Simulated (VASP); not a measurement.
# Pt (Fm-3m) in VASP: notebook

The runs below take Pt through elastic constants, vibrations by perturbation theory, band structure, with RPBE+D3(BJ), LDA, LAK.

All numbers are computed with VASP 6.6.1; they aren't measurements. Logs are shortened: lines on timing, memory, paths and dates and some standing lists are left out, and cuts for length are marked.

### 1 The cell of the first run

The structure is cubic, space group Fm-3m (No. 225). Conventional cell: a = 4.109 Å, b = 4.109 Å, c = 4.109 Å, α = 90.00°, β = 90.00°, γ = 90.00°. Within 3.8 Å of Pt (site symmetry m-3m) lie 12 Pt at 2.91 Å.

### 2 Elastic constants, RPBE+D3(BJ) (17.34 Å³/atom)

INCAR reads:

```
PREC = Accurate
ENCUT = 500
EDIFF = 1E-8
ISMEAR = -1
SIGMA = 0.1
LREAL = False
LASPH = True
NELM = 120
ALGO = Normal
ISIF = 3
LWAVE = False
LCHARG = False
GGA = RP
IVDW = 12
NBANDS = 11
IBRION = 6
NFREE = 2
POTIM = 0.015
NSW = 1
GGA_COMPAT = False
```

KPOINTS reads:

```
Automatic mesh
0
Gamma
  8 8 8
```

POSCAR reads:

```
Pt
1.0
    0.0000000000      2.0544144450      2.0544144450
    2.0544144450      0.0000000000      2.0544144450
    2.0544144450      2.0544144450      0.0000000000
Pt
1
Direct
    0.0000000000      0.0000000000      0.0000000000
```

Potentials or basis: VASP PAW PBE potentials, release 64 (Pt).

Launch:

```console
> cat potpaw_PBE.64/Pt/POTCAR > POTCAR
> mpirun -np 1 vasp_std > vasp.out
```

OUTCAR:

```text
PREC = Accurate
   ENCUT = 500
   EDIFF = 1E-8
   ISMEAR = -1
   LREAL = False
   LASPH = True
   NELM = 120
   ISIF = 3
   GGA = RP
   IVDW = 12
   IBRION = 6
   NFREE = 2
   POTIM = 0.015
   NSW = 1
 IVDW          = 12

 ion  position               nearest neighbor table
   1  0.000  0.000  0.000-

  LATTYP: Found a face centered cubic cell.
 ALAT       =     4.1088288900

  Lattice vectors:

 A1 = (   0.0000000000,   2.0544144450,   2.0544144450)
 A2 = (   2.0544144450,   0.0000000000,   2.0544144450)
 A3 = (   2.0544144450,   2.0544144450,   0.0000000000)

Analysis of symmetry for initial positions (statically):
=====================================================================
 Subroutine PRICEL returns:
 Original cell was already a primitive cell.

 Routine SETGRP: Setting up the symmetry group for a
 face centered cubic supercell.

 Subroutine GETGRP returns: Found 48 space group operations
 (whereof 48 operations were pure point group operations)
 out of a pool of 48 trial point group operations.

The static configuration has the point symmetry O_h .

Analysis of symmetry for dynamics (positions and initial velocities):
=====================================================================
 Subroutine PRICEL returns:
 Original cell was already a primitive cell.

 Routine SETGRP: Setting up the symmetry group for a
 face centered cubic supercell.

 Subroutine GETGRP returns: Found 48 space group operations
 (whereof 48 operations were pure point group operations)
 out of a pool of 48 trial point group operations.

The dynamic configuration has the point symmetry O_h .

 Subroutine INISYM returns: Found 48 space group operations
 (whereof 48 operations are pure point group operations),
 and found     1 'primitive' translations

----------------------------------------------------------------------------------------

                                     Primitive cell

  volume of cell :      17.3418

  direct lattice vectors                    reciprocal lattice vectors
     0.000000000  2.054414445  2.054414445    -0.243378351  0.243378351  0.243378351
     2.054414445  0.000000000  2.054414445     0.243378351 -0.243378351  0.243378351
     2.054414445  2.054414445  0.000000000     0.243378351  0.243378351 -0.243378351

  length of vectors
     2.905380771  2.905380771  2.905380771     0.421543669  0.421543669  0.421543669

  position of ions in fractional coordinates (direct lattice)
     0.000000000  0.000000000  0.000000000

  ion indices of the primitive-cell ions
   primitive index   ion index
                 1           1

----------------------------------------------------------------------------------------

 KPOINTS: Automatic mesh

Automatic generation of k-mesh.
 Grid dimensions read from file:
 generate k-points for:    8    8    8

 Generating k-lattice:

  Cartesian coordinates                     Fractional coordinates (reciprocal lattice)
    -0.030422294  0.030422294  0.030422294     0.125000000  0.000000000  0.000000000
     0.030422294 -0.030422294  0.030422294     0.000000000  0.125000000  0.000000000
     0.030422294  0.030422294 -0.030422294     0.000000000  0.000000000  0.125000000

  Length of vectors
     0.052692959  0.052692959  0.052692959

  Shift w.r.t. Gamma in fractional coordinates (k-lattice)
     0.000000000  0.000000000  0.000000000

 Subroutine IBZKPT returns following result:
 ===========================================

[... 67 lines left out ...]
     AMIX_MAG =   1.60;   BMIX_MAG =  1.00
  volume/ion in A,a.u.               =      17.34       117.03
  Fermi-wavevector in a.u.,A,eV,Ry     =   1.362626  2.574990 25.262624  1.856750
  Thomas-Fermi vector in A             =   2.489100
   LORBIT       =      0    0 simple, 1 ext, 2 COOP (PROOUT), +10 PAW based schemes
   GGA     = RP    functional components
   LHFCALC =     F    Hartree Fock is set to
   AEXX    =    0.0000 exact exchange contribution
   IVDW    =    12    specifies the selected vdW correction
   LEPSILON=     F    determine dielectric tensor
   LRPA    =     F    only Hartree local field effects (RPA)
 finite differences with symmetry
 non-spin polarized calculation
  energy-cutoff  :      500.00
  volume of cell :       17.34
 maximum number of plane-waves:       459
 NGX is ok and might be reduce to    24
   NGX = 11   NGY = 11   NGZ = 11

--------------------------------------- Ionic step        1  -------------------------------------------

 number of electron      10.0000001 magnetization

 Free energy of the ion-electron system (eV)
  ---------------------------------------------------
  ext. energy  EPLUGINS =         0.00000000
  ---------------------------------------------------
  free energy    TOTEN  =        -5.39559566 eV

  energy without entropy =       -5.32288627  energy(sigma->0) =       -5.35924096

------------------------ aborting loop because EDIFF is reached ----------------------------------------

 Edisp (eV)   -3.69082

 E8    (eV) :    -2.5015
[... 102 lines left out ...]
  FREE ENERGIE OF THE ION-ELECTRON SYSTEM (eV)
  ---------------------------------------------------
  free  energy   TOTEN  =        -9.1757190488 eV

  energy  without entropy=       -9.1044606089  energy(sigma->0) =       -9.14008983

[... ionic steps 4 to 12 ...]

--------------------------------------- Ionic step       13  -------------------------------------------

 number of electron      10.0000001 magnetization

------------------------ aborting loop because EDIFF is reached ----------------------------------------
[... 73 lines left out ...]
--------------------------------------- Ionic step       15  -------------------------------------------

 number of electron      10.0000001 magnetization

 Free energy of the ion-electron system (eV)
  ---------------------------------------------------
  ext. energy  EPLUGINS =         0.00000000
  ---------------------------------------------------
  free energy    TOTEN  =        -5.39559554 eV

  energy without entropy =       -5.32288615  energy(sigma->0) =       -5.35924085

 E-fermi :   8.8107     XC(G=0): -12.5977

 val. band max:        8.7019728798   @ k =   0.3750   0.2500   0.0000
 cond. band min:       8.8167395967   @ k =   0.5000   0.5000   0.0000
 fundamental gap:      0.1147667169
 Fermi energy:         8.8107131548

 k-point     1 :       0.0000    0.0000    0.0000
  band No.  band energies     occupation
      1       0.1621      2.00000
      2       5.8437      2.00000
      3       5.8437      2.00000
      4       5.8437      2.00000
      5       7.5361      1.99999
      6       7.5361      1.99999
      7      23.7673      0.00000
      8      27.9778      0.00000
      9      27.9778      0.00000
     10      27.9778      0.00000
     11      32.8274      0.00000
[... 309 lines left out ...]
 k-point    24 :      -0.3750    0.2500    0.1250
  band No.  band energies     occupation
      1       3.9855      2.00000
      2       5.0600      2.00000
      3       6.1628      2.00000
      4       6.7389      2.00000
      5       8.6855      1.55543
      6      12.9712      0.00000
      7      13.5947      0.00000
      8      22.3265      0.00000
      9      23.1105      0.00000
     10      27.2450      0.00000
     11      33.5226      0.00000

 [... further k-points ...]

------------------------ aborting loop because EDIFF is reached ----------------------------------------

 Edisp (eV)   -3.69082

 E8    (eV) :    -2.5015
[... 24 lines left out ...]
  FREE ENERGIE OF THE ION-ELECTRON SYSTEM (eV)
  ---------------------------------------------------
  free  energy   TOTEN  =        -9.0864172753 eV

  energy  without entropy=       -9.0137078788  energy(sigma->0) =       -9.05006258

 INTERNAL STRAIN TENSORS FROM STRAINED CELLS
 ============================================

 INTERNAL STRAIN TENSOR FOR ION    1 for displacements in x,y,z  (eV/Angst):
          X           Y           Z          XY          YZ          ZX
  --------------------------------------------------------------------------------
  x    -0.00000     0.00000    -0.00000    -0.00000     0.00000    -0.00000
  y     0.00000     0.00000     0.00000    -0.00000     0.00000    -0.00000
  z    -0.00000    -0.00000     0.00000     0.00000    -0.00000     0.00000

 INTERNAL STRAIN TENSORS FROM DISPLACED ATOMS
 ============================================

 INTERNAL STRAIN TENSOR FOR ION    1 for displacements in x,y,z  (eV/Angst):
          X           Y           Z          XY          YZ          ZX
  --------------------------------------------------------------------------------
  x     0.00000     0.00000     0.00000     0.00000     0.00000     0.00000
  y     0.00000     0.00000     0.00000     0.00000     0.00000     0.00000
  z     0.00000     0.00000     0.00000     0.00000     0.00000     0.00000

 Eigenvectors and eigenvalues of the dynamical matrix
 ----------------------------------------------------

   1 f/i=    0.000000 THz     0.000000 2PiTHz    0.000000 cm-1     0.000000 meV
             X         Y         Z           dx          dy          dz
      0.000000  0.000000  0.000000     0.811804   -0.583929    0.000000

   2 f/i=    0.000000 THz     0.000000 2PiTHz    0.000000 cm-1     0.000000 meV
             X         Y         Z           dx          dy          dz
      0.000000  0.000000  0.000000    -0.583929   -0.811804    0.000000

   3 f/i=    0.000000 THz     0.000000 2PiTHz    0.000000 cm-1     0.000000 meV
             X         Y         Z           dx          dy          dz
      0.000000  0.000000  0.000000     0.000000    0.000000    1.000000

--------------------------------------------------------------------------------------------------------

 ELASTIC MODULI CONTR FROM IONIC RELAXATION (kBar)
 Direction    XX          YY          ZZ          XY          YZ          ZX
 --------------------------------------------------------------------------------
 XX           0.0000      0.0000      0.0000      0.0000      0.0000      0.0000
 YY           0.0000      0.0000      0.0000      0.0000      0.0000      0.0000
 ZZ           0.0000      0.0000      0.0000      0.0000      0.0000      0.0000
 XY           0.0000      0.0000      0.0000      0.0000      0.0000      0.0000
 YZ           0.0000      0.0000      0.0000      0.0000      0.0000      0.0000
 ZX           0.0000      0.0000      0.0000      0.0000      0.0000      0.0000
 --------------------------------------------------------------------------------

 TOTAL ELASTIC MODULI (kBar)
 Direction    XX          YY          ZZ          XY          YZ          ZX
 --------------------------------------------------------------------------------
 XX        1946.5271    995.4315    995.4315      0.0000     -0.0000      0.0000
 YY         995.4315   1946.5271    995.4315      0.0000     -0.0000      0.0000
 ZZ         995.4315    995.4315   1946.5271     -0.0000      0.0000      0.0000
 XY           0.0000      0.0000     -0.0000    616.6168      0.0000     -0.0000
 YZ          -0.0000     -0.0000      0.0000      0.0000    616.6168      0.0000
 ZX           0.0000      0.0000      0.0000     -0.0000      0.0000    616.6168
 --------------------------------------------------------------------------------
```

Run time: 62 s. Hardware: 1 thread of Intel Xeon 6975P-C (Granite Rapids), shared host; peak memory 0.2 GiB.

What came out:

```yaml
Elastic_constants_C11_C12_C44: 195, 100, 62 GPa
Voigt_bulk_modulus: 131 GPa
Dispersion_energy_per_atom: -3.691 eV
```

Elastic tensor in Voigt notation (GPa, in the Cartesian axes of the cell as first typed):
```
195 100 100   0   0   0
100 195 100   0   0   0
100 100 195   0   0   0
  0   0   0  62   0   0
  0   0   0   0  62   0
  0   0   0   0   0  62
```

Clamped-ion elastic tensor (GPa):
```
195 100 100   0   0   0
100 195 100   0   0   0
100 100 195   0   0   0
  0   0   0  62   0   0
  0   0   0   0  62   0
  0   0   0   0   0  62
```

Caveat: the cell is under stress, which shifts elastic constants; the PAW data sets were made with another functional, which shifts forces and pressure a little; spin-orbit coupling is left out, which moves the levels of the heavy elements.

### 3 Vibrations by perturbation theory, LDA

This run uses another cell than the first one, of 15.08 Å³/atom.

INCAR reads:

```
SYSTEM = Pt
  PREC = Accurate
  ENCUT = 500
  EDIFF = 1E-8
  ISMEAR = -1
  SIGMA = 0.05
  LREAL = .False.
  LASPH = .True.
  NELM = 120
  ALGO = Normal
  ISIF = 2
  LWAVE = .False.
  LCHARG = .True.
  IBRION = 8
  NSW = 1
  GGA_COMPAT = .False.
```

KPOINTS reads:

```
regular mesh
0
Gamma
  10 10 10
  0 0 0
```

POSCAR reads:

```
Pt
1.0
    0.0000000000      1.9609000000      1.9609000000
    1.9609000000      0.0000000000      1.9609000000
    1.9609000000      1.9609000000      0.0000000000
Pt
1
Direct
    0.0000000000      0.0000000000      0.0000000000
```

Potentials or basis: VASP PAW LDA potentials, release 64 (Pt).

Launch:

```console
> cat potpaw_LDA.64/Pt/POTCAR > POTCAR
> mpirun -np 1 vasp_std > vasp.out
```

OUTCAR:

```text
SYSTEM = Pt
   PREC = Accurate
   ENCUT = 500
   EDIFF = 1E-8
   ISMEAR = -1
   LREAL = .False.
   LASPH = .True.
   NELM = 120
   ISIF = 2
   IBRION = 8
   NSW = 1

 ion  position               nearest neighbor table
   1  0.000  0.000  0.000-

  LATTYP: Found a face centered cubic cell.
 ALAT       =     3.9218000000

  Lattice vectors:

 A1 = (   0.0000000000,   1.9609000000,   1.9609000000)
 A2 = (   1.9609000000,   0.0000000000,   1.9609000000)
 A3 = (   1.9609000000,   1.9609000000,   0.0000000000)
[... 525 lines left out ...]
  y     0.00000     0.00000     0.00000     0.00000     0.00000     0.00000
  z     0.00000     0.00000     0.00000     0.00000     0.00000     0.00000

 SECOND DERIVATIVES (NOT SYMMETRIZED)
 ------------------------------------
               1X          1Y          1Z
  1X    -0.001514    0.000000    0.000000
  1Y     0.000000   -0.001514    0.000000
  1Z     0.000000    0.000000   -0.001514

 Eigenvectors and eigenvalues of the dynamical matrix
 ----------------------------------------------------

   1 f  =    0.043552 THz     0.273645 2PiTHz    1.452737 cm-1     0.180116 meV
             X         Y         Z           dx          dy          dz
      0.000000  0.000000  0.000000     1.000000    0.000000    0.000000

   2 f  =    0.043552 THz     0.273645 2PiTHz    1.452737 cm-1     0.180116 meV
             X         Y         Z           dx          dy          dz
      0.000000  0.000000  0.000000     0.000000    1.000000    0.000000

   3 f  =    0.043552 THz     0.273645 2PiTHz    1.452737 cm-1     0.180116 meV
             X         Y         Z           dx          dy          dz
      0.000000  0.000000  0.000000     0.000000    0.000000    1.000000

--------------------------------------------------------------------------------------------------------

 ELASTIC MODULI CONTR FROM IONIC RELAXATION (kBar)
 Direction    XX          YY          ZZ          XY          YZ          ZX
 --------------------------------------------------------------------------------
 XX           0.0000      0.0000      0.0000      0.0000      0.0000      0.0000
 YY           0.0000      0.0000      0.0000      0.0000      0.0000      0.0000
 ZZ           0.0000      0.0000      0.0000      0.0000      0.0000      0.0000
 XY           0.0000      0.0000      0.0000      0.0000      0.0000      0.0000
 YZ           0.0000      0.0000      0.0000      0.0000      0.0000      0.0000
 ZX           0.0000      0.0000      0.0000      0.0000      0.0000      0.0000
 --------------------------------------------------------------------------------
```

OSZICAR:

```text
N       E                     dE             d eps       ncg     rms          rms(c)
DAV:   1     0.361306049029E+02    0.36131E+02   -0.54767E+03   886   0.100E+03
DAV:   2    -0.751344210729E+01   -0.43644E+02   -0.41812E+02   893   0.186E+02
DAV:   3    -0.792565761634E+01   -0.41222E+00   -0.40641E+00   970   0.184E+01
DAV:   4    -0.792700466097E+01   -0.13470E-02   -0.13460E-02   999   0.114E+00
[... 21 lines left out ...]
RMM:   7    -0.226215755513E+00    0.33866E-05   -0.33806E-08  3234   0.162E-03    0.305E-04
RMM:   8    -0.226213730373E+00    0.20251E-05   -0.15928E-08  3160   0.705E-04    0.253E-05
RMM:   9    -0.226213895123E+00   -0.16475E-06   -0.99433E-09  3297   0.161E-04    0.333E-06
RMM:  10    -0.226213881278E+00    0.13845E-07   -0.10312E-08  3237   0.676E-05    0.177E-06
RMM:  11    -0.226213885457E+00   -0.41789E-08   -0.90910E-09  3088   0.649E-05    0.448E-07
 Linear response finished
```

Wall time 40 s (1 thread of Intel Xeon 8259CL, shared host); peak memory 0.15 GiB.

Caveat: the cell stands under pressure or tension, which shifts response properties; spin-orbit coupling is left out, which moves the levels of the heavy elements.

[end of part 1 of 2]
